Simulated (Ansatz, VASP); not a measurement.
GaSb: VASP beside Ansatz

INCAR

```
SYSTEM = GaSb
PREC     = Accurate       ! precision mode
ENCUT    = 500            ! plane-wave cutoff, eV
EDIFF    = 1E-6           ! SCF threshold, eV
ISMEAR   = -1             ! smearing method
SIGMA    = 0.02           ! smearing width, eV
LREAL    = .FALSE.        ! projectors in reciprocal space
LASPH    = .TRUE.         ! aspherical terms in the spheres
NELM     = 120            ! most SCF steps
ALGO     = Normal         ! electronic algorithm
ISIF     = 2              ! what is computed and relaxed
LWAVE    = .FALSE.        ! write WAVECAR
LCHARG   = .FALSE.        ! write CHGCAR
GGA      = PE             ! functional
NBANDS   = 21             ! bands
GGA_COMPAT= .FALSE.
```

The input KPOINTS:

```
Automatic mesh
0
G
  8 8 8
  0 0 0
```

The input POSCAR:

```
GaSb
1.0
    0.0000000000      3.1885139520      2.9619314129
    3.1885139520      0.0000000000      2.9619314129
    3.1885139520      3.1885139520      0.0000000000
Ga Sb
1 1
Direct
    0.0000000000      0.0000000000      0.0000000000
    0.2500000000      0.2500000000      0.2500000000
```

Input for Ansatz:

```yaml
crystal:
  lattice:
    - [0.0, 3.188513952, 2.9619314129]
    - [3.188513952, 0.0, 2.9619314129]
    - [3.188513952, 3.188513952, 0.0]
  atoms:
    - { symbol: Ga, position: [0.0, 0.0, 0.0] }
    - { symbol: Sb, position: [0.25, 0.25, 0.25] }
kpoints:
  mp_grid: { grid: [8, 8, 8] }
  band_path:
    path:
      - [0.0, 0.0, 0.0]
      - [-0.5, -0.5, 0.0]
      - [-0.375, -0.375, 0.25]
      - [-0.375, 0.0, 0.375]
      - [0.0, 0.0, 0.5]
      - [-0.5, -0.25, 0.25]
    npoints: 1
hamiltonian:
  xc: pbe
scf:
  occupations: { method: fermi_dirac, width: 0.02 }
  n_extra_bands: 4
output:
  forces: true
  stress: true
  eigenvalues: true
```

Change from the starting cell: epitaxial_xy strain +4.0%.

Alike in both runs: task single point; functional PBE; k mesh 8 × 8 × 8; occupations fermi-dirac, width 0.02 eV; no spin polarisation.

```csv
,VASP,Ansatz
version,VASP 6.6.1,Ansatz 0.2.0
potentials or method,"VASP PAW PBE potentials, release 64 (Ga_d, Sb_d_GW)","plane waves, PAW"
plane-wave cutoff (eV),500,420
valence electrons in the cell,28,28
```

|  | VASP | Ansatz | Ansatz less VASP |
| --- | --- | --- | --- |
| pressure (GPa) | -0.2 | -0.2 | -0.01 |
| traceless stress, the component that is largest in VASP (GPa) | 1.77 | 1.77 | +0.001 |

Spin-orbit coupling is off throughout.
